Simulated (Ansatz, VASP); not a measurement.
# Two plane-wave programs on BaZrO3

File INCAR:

```
ALGO     = Normal         # electronic algorithm
EDIFF    = 1E-7           # SCF threshold, eV
EDIFFG   = -0.01          # ionic threshold
ENCUT    = 600            # plane-wave cutoff, eV
GGA      = PE             # functional
IBRION   = 2              # ionic algorithm
ISIF     = 3              # what is computed and relaxed
ISMEAR   = -1             # smearing method
LASPH    = T              # aspherical terms in the spheres
LCHARG   = F              # write CHGCAR
LREAL    = F              # projectors in reciprocal space
LWAVE    = F              # write WAVECAR
NELM     = 80             # most SCF steps
NSW      = 80             # ionic steps
PREC     = Accurate       # precision mode
SIGMA    = 0.02           # smearing width, eV
```

The input KPOINTS:

```
k-points
0
Gamma
  6 6 6
```

The input POSCAR:

```
BaZrO3
1.0
    4.1913400000      0.0000000000      0.0000000000
    0.0000000000      4.1913400000      0.0000000000
    0.0000000000      0.0000000000      4.1913400000
Ba Zr O
1 1 3
Direct
    0.0000000000      0.0000000000      0.0000000000
    0.5000000000      0.5000000000      0.5000000000
    0.0000000000      0.5000000000      0.5000000000
    0.5000000000      0.0000000000      0.5000000000
    0.5000000000      0.5000000000      0.0000000000
```

Input for Ansatz:

```yaml
crystal:
  lattice:
    - [4.19134, 0.0, 0.0]
    - [0.0, 4.19134, 0.0]
    - [0.0, 0.0, 4.19134]
  atoms:
    - { symbol: Ba, position: [0.0, 0.0, 0.0] }
    - { symbol: Zr, position: [0.5, 0.5, 0.5] }
    - { symbol: O, position: [0.0, 0.5, 0.5] }
    - { symbol: O, position: [0.5, 0.0, 0.5] }
    - { symbol: O, position: [0.5, 0.5, 0.0] }
  symmetry: { tolerance: 0.0003 }
hamiltonian:
  xc: pbe
  pseudopotentials: { kind: paw, azcp: { folder: soft_1 } }
basis:
  ecutwfc: 420
magnetization:
  spin_polarized: false
scf:
  occupations: { method: fermi_dirac, width: 0.02 }
kpoints:
  mp_grid: { grid: [6, 6, 6], shift: [0, 0, 0] }
output:
  forces: true
  stress: true
  eigenvalues: true
relax:
  max_steps: 60
  cell: {}
```

Alike in both runs: task relaxation of cell and atoms; functional PBE; k mesh 6 × 6 × 6; occupations fermi-dirac, width 0.02 eV; no spin polarisation.

```csv
,VASP,Ansatz
version,VASP 6.6.1,Ansatz 0.2.0
potentials or method,"VASP PAW PBE potentials, release 64 (Ba_sv, Zr_sv, O), cutoff 600 eV",PAW plane waves
valence electrons in the cell,40,40
```

VASP gave:

| Item | Value |
| --- | --- |
| gap on the k mesh at the Fermi level, each at its own relaxed structure (eV) | 3.12 |
| relaxed volume (Å³/atom) | 15.19 |
| relaxed length of the cell vector where the two differ most in proportion (Å) | 4.235 |

Task: Estimate Ansatz's values.

Result: gap on the k mesh at the Fermi level, each at its own relaxed structure (eV): 3.19; relaxed volume (Å³/atom): 15.11; relaxed length of the cell vector where the two differ most in proportion (Å): 4.227.

Neither program's run includes spin-orbit coupling.
